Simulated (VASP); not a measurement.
Here is a VASP 6.6.1 calculation.

File INCAR:

```
PREC = Accurate
ENCUT = 400
EDIFF = 1E-6
ISMEAR = 0
SIGMA = 0.1
LREAL = F
LASPH = T
NELM = 120
ALGO = Normal
ISIF = 2
LWAVE = F
LCHARG = T
LDIPOL = T
IDIPOL = 3
DIPOL = 0.5 0.5 0.333
GGA = PE
LELF = T
LVHAR = T
LVACPOTAV = T
NBANDS = 106
GGA_COMPAT = F
NELMDL = -8
```

File KPOINTS:

```
regular mesh
0
Gamma
  4 4 1
```

The input POSCAR:

```
NaTa16
1.0
    6.6379342679      0.0000000000      0.0000000000
    0.0000000000      6.6379342679      0.0000000000
    0.0000000000      0.0000000000     20.2996559574
Ta Na
16 1
Direct
    0.2500000000      0.2500000000      0.1970476745
    0.2500000000      0.7500000000      0.1970476745
    0.7500000000      0.2500000000      0.1970476745
    0.7500000000      0.7500000000      0.1970476745
    0.0000000000      0.0000000000      0.2787970190
    0.0000000000      0.5000000000      0.2787970190
    0.5000000000      0.0000000000      0.2787970190
    0.5000000000      0.5000000000      0.2787970190
    0.2500000000      0.2500000000      0.3599139064
    0.2500000000      0.7500000000      0.3599139064
    0.7500000000      0.2500000000      0.3599139064
    0.7500000000      0.7500000000      0.3599139064
    0.0000000000      0.0000000000      0.4334879357
    0.0000000000      0.5000000000      0.4334879357
    0.5000000000      0.0000000000      0.4334879357
    0.5000000000      0.5000000000      0.4334879357
    0.0625000000      0.0625000000      0.5837883357
```

Potentials or basis: VASP PAW PBE potentials, release 64 (Ta_pv, Na_pv).

The run is started by

```bash
$ cat potpaw_PBE.64/Ta_pv/POTCAR potpaw_PBE.64/Na_pv/POTCAR > POTCAR
$ mpirun -np 1 vasp_std > vasp.out
```

**Question.** Estimate the largest force.

**Answer.** 0.847 eV/Å.

**Question.** Predict the band gap on the k mesh.

**Answer.** Zero (an odd number of electrons rules out a gap without spin polarisation).

Forces on the atoms (eV/Å):
```
Ta   0.011  0.011  0.765
Ta   0.024 -0.013  0.759
Ta  -0.013  0.024  0.759
Ta  -0.024 -0.024  0.752
Ta   0.012  0.012 -0.847
Ta   0.008 -0.007 -0.792
Ta  -0.007  0.008 -0.792
Ta  -0.010 -0.010 -0.800
Ta  -0.007 -0.007 -0.076
Ta   0.002  0.011 -0.051
Ta   0.011  0.002 -0.051
Ta   0.000  0.000 -0.033
Ta  -0.040 -0.040 -0.179
Ta   0.041 -0.066  0.317
Ta  -0.066  0.041  0.317
Ta  -0.024 -0.024 -0.031
Na   0.083  0.083 -0.019
```

Caveat: spin-orbit coupling is left out, which moves the levels of the heavy elements.
